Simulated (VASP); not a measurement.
A run of VASP 6.6.1:

Contents of INCAR:

```
SYSTEM = H
PREC = Accurate
ENCUT = 400
EDIFF = 1E-6
ISMEAR = 0
SIGMA = 0.01
LREAL = .FALSE.
LASPH = .TRUE.
NELM = 120
ALGO = Normal
ISIF = 2
LWAVE = .FALSE.
LCHARG = .FALSE.
GGA = CA
NBANDS = 8
GGA_COMPAT = .FALSE.
NELMDL = -8
```

KPOINTS

```
regular mesh
0
G
  1 1 1
  0 0 0
```

File POSCAR:

```
H
1.0
    8.0000000000      0.0000000000      0.0000000000
    0.0000000000      8.0000000000      0.0000000000
    0.0000000000      0.0000000000      8.0000000000
H
2
Direct
    0.5000000000      0.5000000000      0.4375000000
    0.5000000000      0.5000000000      0.5625000000
```

Potentials or basis: VASP PAW LDA potentials, release 64 (H).

Command:

```bash
$ cat potpaw_LDA.64/H/POTCAR > POTCAR
$ mpirun -np 1 vasp_gam > vasp.out
```

Hardware: 1 thread of AMD EPYC 7R43 64-Core Processor (Zen 3) (shared host).

Q: Estimate the wall time of this run.

A: Run time: 9.5 s on 1 thread of AMD EPYC 7R43 64-Core Processor (Zen 3), on a shared host, peak memory 0.23 GiB. Counts: scf iterations 19, k points 1.
